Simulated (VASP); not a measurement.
# Ti (P6/mmm) in VASP: a series of runs, part 3 of 3

VASP 6.6.1. Earlier steps stand in the parts before.

**6. Single point, PBEsol**

This run uses another cell than the first one, of 15.25 Å³/atom.

INCAR

```
  PREC = Accurate
  ENCUT = 520
  EDIFF = 1E-6
  ISMEAR = 0
  SIGMA = 0.15
  LREAL = False
  LASPH = True
  NELM = 100
  ALGO = Fast
  ISIF = 2
  LWAVE = False
  LCHARG = True
  GGA = PS
  LELF = True
  LVHAR = True
  NBANDS = 25
```

KPOINTS

```
regular mesh
0
Gamma
  12 12 14
```

POSCAR

```
Ti
1.0
    4.5691000000      0.0000000000      0.0000000000
   -2.2845500000      3.9569566724      0.0000000000
    0.0000000000      0.0000000000      2.5297000000
Ti
3
Direct
    0.0000000000      0.0000000000      0.0000000000
    0.3333333333      0.6666666667      0.5000000000
    0.6666666667      0.3333333333      0.5000000000
```

Potentials or basis: VASP PAW PBE potentials, release 64 (Ti_sv).

Launch:

```
> cat potpaw_PBE.64/Ti_sv/POTCAR > POTCAR
> mpirun -np 1 vasp_std > vasp.out
```

OUTCAR:

```text
PREC = Accurate
   ENCUT = 520
   EDIFF = 1E-6
   ISMEAR = 0
   LREAL = False
   LASPH = True
   NELM = 100
   ISIF = 2
   GGA = PS

 ion  position               nearest neighbor table
   1  0.000  0.000  0.000-
   2  0.333  0.667  0.500-   3 2.64   3 2.64   3 2.64
   3  0.667  0.333  0.500-   2 2.64   2 2.64   2 2.64

  LATTYP: Found a hexagonal cell.
 ALAT       =     4.5691000000
 C/A-ratio  =     0.5536538925

  Lattice vectors:

 A1 = (   4.5691000000,   0.0000000000,   0.0000000000)
 A2 = (  -2.2845500000,   3.9569566724,   0.0000000000)
 A3 = (   0.0000000000,   0.0000000000,   2.5297000000)

Analysis of symmetry for initial positions (statically):
=====================================================================
 Subroutine PRICEL returns:
 Original cell was already a primitive cell.

 Routine SETGRP: Setting up the symmetry group for a
 hexagonal supercell.

 Subroutine GETGRP returns: Found 24 space group operations
 (whereof 24 operations were pure point group operations)
 out of a pool of 24 trial point group operations.

The static configuration has the point symmetry D_6h.

Analysis of symmetry for dynamics (positions and initial velocities):
=====================================================================
 Subroutine PRICEL returns:
 Original cell was already a primitive cell.

 Routine SETGRP: Setting up the symmetry group for a
 hexagonal supercell.

 Subroutine GETGRP returns: Found 24 space group operations
 (whereof 24 operations were pure point group operations)
 out of a pool of 24 trial point group operations.

The dynamic configuration has the point symmetry D_6h.

 Subroutine INISYM returns: Found 24 space group operations
 (whereof 24 operations are pure point group operations),
 and found     1 'primitive' translations

----------------------------------------------------------------------------------------

                                     Primitive cell

  volume of cell :      45.7363

  direct lattice vectors                    reciprocal lattice vectors
     4.569100000  0.000000000  0.000000000     0.218861483  0.126359736  0.000000000
    -2.284550000  3.956956672  0.000000000     0.000000000  0.252719472  0.000000000
     0.000000000  0.000000000  2.529700000     0.000000000  0.000000000  0.395303791

  length of vectors
     4.569100000  4.569100000  2.529700000     0.252719472  0.252719472  0.395303791

  position of ions in fractional coordinates (direct lattice)
     0.000000000  0.000000000  0.000000000
     0.333333333  0.666666667  0.500000000
     0.666666667  0.333333333  0.500000000

  ion indices of the primitive-cell ions
   primitive index   ion index
                 1           1
                 2           2
                 3           3

----------------------------------------------------------------------------------------

 KPOINTS: regular mesh

Automatic generation of k-mesh.
 Grid dimensions read from file:
 generate k-points for:   12   12   14

 Generating k-lattice:

  Cartesian coordinates                     Fractional coordinates (reciprocal lattice)
     0.018238457  0.010529978  0.000000000     0.083333333  0.000000000  0.000000000
     0.000000000  0.021059956  0.000000000     0.000000000  0.083333333  0.000000000
     0.000000000  0.000000000  0.028235985     0.000000000  0.000000000  0.071428571

  Length of vectors
     0.021059956  0.021059956  0.028235985

  Shift w.r.t. Gamma in fractional coordinates (k-lattice)
     0.000000000  0.000000000  0.000000000

 Subroutine IBZKPT returns following result:
 ===========================================

 Found    152 irreducible k-points:

 Following reciprocal coordinates:
            Coordinates               Weight
  0.000000  0.000000  0.000000      1.000000
  0.083333  0.000000  0.000000      6.000000
  0.166667  0.000000  0.000000      6.000000
  0.250000  0.000000  0.000000      6.000000
  0.333333  0.000000  0.000000      6.000000
  0.416667  0.000000  0.000000      6.000000
[... 16 lines left out ...]
  0.250000  0.000000  0.071429     12.000000
  0.333333  0.000000  0.071429     12.000000
 [... further k-points ...]
   k-points           NKPTS =    152   k-points in BZ     NKDIM =    152   number of bands    NBANDS=     25
   number of dos      NEDOS =    301   number of ions     NIONS =      3
   total plane-waves  NPLWV =  25920
   dimension x,y,z NGX =    36 NGY =   36 NGZ =   20
   dimension x,y,z NGXF=    72 NGYF=   72 NGZF=   40
   ions per type =               3
   NGX,Y,Z   is equivalent  to a cutoff of  13.10, 13.10, 13.14 a.u.
   NGXF,Y,Z  is equivalent  to a cutoff of  26.20, 26.20, 26.29 a.u.
 SYSTEM =  unknown system
   PREC   = accura    normal or accurate (medium, high low for compatibility)
   ISTART =      0    job   : 0-new  1-cont  2-samecut
   ICHARG =      2    charge: 1-file 2-atom 10-const
   ISPIN  =      1    spin polarized calculation?
   LNONCOLLINEAR =      F non collinear calculations
   LSORBIT =      F    spin-orbit coupling
   LASPH  =      T    aspherical Exc in radial PAW
   ENCUT  =  520.0 eV  38.22 Ry    6.18 a.u.   8.50  8.50  4.70*2*pi/ulx,y,z
   NELM   =    100;   NELMIN=  2; NELMDL= -5     # of ELM steps
   EDIFF  = 0.1E-05   stopping-criterion for ELM
   LREAL  =      F    real-space projection
   EDIFFG = 0.1E-04   stopping-criterion for IOM
   NSW    =      0    number of steps for IOM
   IBRION =     -1    ionic relax: 0-MD 1-quasi-New 2-CG
   NFREE  =      0    steps in history (QN), initial steepest desc. (CG)
   ISIF   =      2    stress and relaxation
   ISYM   =      2    0-nonsym 1-usesym 2-fastsym
   POTIM  = 0.5000    time-step for ionic-motion
   TEBEG  =    0.0;   TEEND  =   0.0 temperature during run
   PSTRESS=    0.0 pullay stress
   NELECT =      36.0000    total number of electrons
   NUPDOWN=      -1.0000    fix difference up-down
   EMIN   =  10.00;   EMAX   =-10.00  energy-range for DOS
   EFERMI =   0.00;   METHOD = LEGACY
   ISMEAR =     0;   SIGMA  =   0.15  broadening in eV -4-tet -1-fermi 0-gaus
   EFERMI_NEDOS =   21; number of points for ismear=-14 and -15
   IALGO  =     68    algorithm
   IMIX   =      4    mixing-type and parameters
     AMIX     =   0.40;   BMIX     =  1.00
     AMIX_MAG =   1.60;   BMIX_MAG =  1.00
  volume/ion in A,a.u.               =      15.25       102.88
  Fermi-wavevector in a.u.,A,eV,Ry     =   1.511548  2.856412 31.086292  2.284778
  Thomas-Fermi vector in A             =   2.621591
   LORBIT       =      0    0 simple, 1 ext, 2 COOP (PROOUT), +10 PAW based schemes
   GGA     = PS    functional components
   LHFCALC =     F    Hartree Fock is set to
   AEXX    =    0.0000 exact exchange contribution
   IVDW    =     0    specifies the selected vdW correction
   LEPSILON=     F    determine dielectric tensor
   LRPA    =     F    only Hartree local field effects (RPA)
 non-spin polarized calculation
 RMM-DIIS sequential band-by-band and
 Gauss-broadening in eV      SIGMA  =   0.15
  energy-cutoff  :      520.00
  volume of cell :       45.74
 maximum number of plane-waves:      1269
 NGX is ok and might be reduce to    36
   NGX = 17   NGY = 17   NGZ =  9

 number of electron      35.9999999 magnetization

 Free energy of the ion-electron system (eV)
  ---------------------------------------------------
  ext. energy  EPLUGINS =         0.00000000
  ---------------------------------------------------
  free energy    TOTEN  =       -24.71428196 eV

  energy without entropy =      -24.65232228  energy(sigma->0) =      -24.68330212

 E-fermi :   9.4130     XC(G=0): -12.2668

 val. band max:        9.4084969120   @ k =   0.3333   0.2500   0.2143
 cond. band min:       9.4141177118   @ k =   0.3333   0.1667   0.2857
 fundamental gap:      0.0056207997
 Fermi energy:         9.4129752830

 k-point     1 :       0.0000    0.0000    0.0000
  band No.  band energies     occupation
      1     -46.8315      2.00000
      2     -46.6502      2.00000
      3     -46.5154      2.00000
      4     -23.2668      2.00000
      5     -23.2668      2.00000
      6     -23.2665      2.00000
[... 17 lines left out ...]
     24      12.3945      0.00000
     25      12.4149      0.00000

 k-point     2 :       0.0833    0.0000    0.0000
  band No.  band energies     occupation
      1     -46.8284      2.00000
      2     -46.6505      2.00000
      3     -46.5183      2.00000
      4     -23.3423      2.00000
      5     -23.3329      2.00000
      6     -23.1878      2.00000
[... 608 lines left out ...]
 k-point    24 :       0.3333    0.0000    0.0714
  band No.  band energies     occupation
      1     -46.7841      2.00000
      2     -46.6405      2.00000
      3     -46.5463      2.00000
      4     -23.4966      2.00000
      5     -23.3273      2.00000
      6     -22.9919      2.00000
[... 17 lines left out ...]
     24      12.0245      0.00000
     25      12.9738      0.00000

 [... further k-points ...]
[... 5 lines left out ...]
  --------------------------------------------------------------------------------------
  -------------------------------------------------------------------------------------
  Total        1.7122522      1.7122522      5.9625326      0.0000000      0.0000000      0.0000000
  in kB       59.9815014     59.9815014    208.8720714      0.0000000      0.0000000      0.0000000
  external PRESSURE =     109.6116914 kB  Pullay stress =       0.0000000 kB

 VOLUME and BASIS-vectors are now :
 -----------------------------------------------------------------------------
  energy-cutoff  :      520.00
  volume of cell :       45.74
      direct lattice vectors                 reciprocal lattice vectors
     4.569100000  0.000000000  0.000000000     0.218861483  0.126359736  0.000000000
    -2.284550000  3.956956672  0.000000000     0.000000000  0.252719472  0.000000000
     0.000000000  0.000000000  2.529700000     0.000000000  0.000000000  0.395303791

 POSITION                                       TOTAL-FORCE (eV/Angst)
 -----------------------------------------------------------------------------------
      0.00000      0.00000      0.00000        -0.000000      0.000000      0.000000
     -0.00000      2.63797      1.26485        -0.000000      0.000000     -0.000000
      2.28455      1.31899      1.26485         0.000000     -0.000000      0.000000
 -----------------------------------------------------------------------------------
    total drift:                                0.000000      0.000000     -0.000000

  FREE ENERGIE OF THE ION-ELECTRON SYSTEM (eV)
  ---------------------------------------------------
  free  energy   TOTEN  =       -24.7142819573 eV

  energy  without entropy=      -24.6523222816  energy(sigma->0) =      -24.68330212
```

It took 12 min on 1 thread of Intel Xeon Platinum 8259CL at 2.50GHz (Skylake/Cascade Lake), shared host; peak memory 0.26 GiB.

Results:

| Item | Value |
| --- | --- |
| Free energy | -24.7143 eV |
| Pressure | 11.0 GPa |
| Band gap on the k mesh | zero (bands 18 and 19 overlap by 0.67 eV) |

Stress tensor (GPa, compression positive):
```
 6.00  0.00  0.00
 0.00  6.00  0.00
 0.00  0.00 20.89
```

Caveat: the cell stands under pressure; the PAW data sets were made with another functional, which shifts forces and pressure a little.

**7. Single point, PBEsol**

This run uses another cell than the first one, of 15.24 Å³/atom.

INCAR

```
PREC = Accurate
ENCUT = 520
EDIFF = 1E-6
ISMEAR = 0
SIGMA = 0.15
LREAL = False
LASPH = True
NELM = 100
ALGO = Fast
ISIF = 2
LWAVE = False
LCHARG = False
GGA = PS
NBANDS = 25
```

KPOINTS

```
Automatic mesh
0
Gamma
  12 12 14
```

POSCAR

```
Ti
1.0
    4.4336000000      0.0000000000      0.0000000000
   -2.2168000000      3.8396102302      0.0000000000
    0.0000000000      0.0000000000      2.6864000000
Ti
3
Direct
    0.0000000000      0.0000000000      0.0000000000
    0.3333333333      0.6666666667      0.5000000000
    0.6666666667      0.3333333333      0.5000000000
```

Launch:

```
> cat potpaw_PBE.64/Ti_sv/POTCAR > POTCAR
> mpirun -np 1 vasp_std > vasp.out
```

Wall time 9.6 min (1 thread of Intel Xeon Platinum 8259CL at 2.50GHz (Skylake/Cascade Lake), shared host); peak memory 0.26 GiB.

It converged, with:

| Property | Result |
| --- | --- |
| Free energy | -24.9497 eV |
| Pressure | 9.9 GPa |
| Band gap on the k mesh | zero (bands 18 and 19 overlap by 0.29 eV) |

Stress tensor (GPa, compression positive):
```
 7.96  0.00  0.00
 0.00  7.96  0.00
 0.00  0.00 13.84
```

Levels at points of the mesh, in eV from the Fermi level:
```tsv
k point	band 16	band 17	band 18	band 19	band 20	band 21
(0.00, 0.00, 0.00)	-0.72	-0.63	-0.63	-0.10	0.64	1.44
(0.50, 0.00, 0.00)	-0.55	-0.51	-0.46	-0.01	0.51	1.34
(0.00, 0.00, 0.50)	-1.86	-1.86	-1.52	1.09	1.09	1.50
(0.50, 0.00, 0.50)	-1.37	-0.64	-0.59	0.34	0.98	1.28
```

Caveat: the cell stands under pressure; the PAW data sets were made with another functional, which shifts forces and pressure a little.

**8. Overview**

```csv
cell,gap on the mesh (eV),pressure (GPa)
"a = 4.407, b = 4.407, c = 2.686 Å, angles 90.0, 90.0, 120.0°, 3 atoms",none,12.0
"a = 4.623, b = 4.623, c = 2.462 Å, angles 90.0, 90.0, 120.0°, 3 atoms",none,11.0
"a = 4.380, b = 4.380, c = 2.742 Å, angles 90.0, 90.0, 120.0°, 3 atoms",none,10.0
"a = 4.407, b = 4.407, c = 2.714 Å, angles 90.0, 90.0, 120.0°, 3 atoms",none,10.4
"a = 4.569, b = 4.569, c = 2.530 Å, angles 90.0, 90.0, 120.0°, 3 atoms",none,11.0
"a = 4.434, b = 4.434, c = 2.686 Å, angles 90.0, 90.0, 120.0°, 3 atoms",none,9.9
```

Alike in all rows: task single point; level PBEsol; potentials or basis VASP PAW PBE potentials, release 64 (Ti_sv); no spin polarisation; k mesh 12 × 12 × 14; cutoff (eV) 520; smearing gaussian 0.15 eV.

Caveats: the cell stands under pressure; the PAW data sets were made with another functional, which shifts forces and pressure a little.

Total energies depend on the potentials used, so only differences within one code and one set of settings carry meaning.
